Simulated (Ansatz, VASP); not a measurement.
**TiSi2: VASP beside Ansatz**

```
CELL_PARAMETERS angstrom
1.80041 -6.89447 0.00000
1.80041 6.89447 0.00000
0.00000 0.00000 3.56517
ATOMIC_POSITIONS crystal
Ti 0.10312 0.89688 0.25000
Ti 0.89688 0.10312 0.75000
Si 0.75031 0.24969 0.25000
Si 0.24969 0.75031 0.75000
Si 0.44175 0.55825 0.25000
Si 0.55825 0.44175 0.75000
```

Alike in both runs: functional PBE; k mesh 7 × 7 × 6; occupations fermi-dirac, width 0.05 eV; no spin polarisation.

```csv
,VASP,Ansatz
version,VASP 6.6.1,Ansatz 0.2.0
potentials or method,"VASP PAW PBE potentials, release 64 (Ti_sv, Si)",Ansatz PAW
plane-wave cutoff (eV),520,420
valence electrons in the cell,40,40
task,single point,band structure
```

```tsv
	VASP	Ansatz	Ansatz less VASP
gap on the k mesh at the Fermi level (eV)	none	none	-
pressure (GPa)	-3.1	-3.1	0.00
traceless stress, the component that is largest in VASP (GPa)	1.90	1.91	+0.007
rms of the force components (eV/Å)	0.052	0.054	+0.0016
```

Atom by atom the forces differ by 0.003 eV/Å (rms over components). A gap of «none» marks a metal or a gap that the smearing closes.
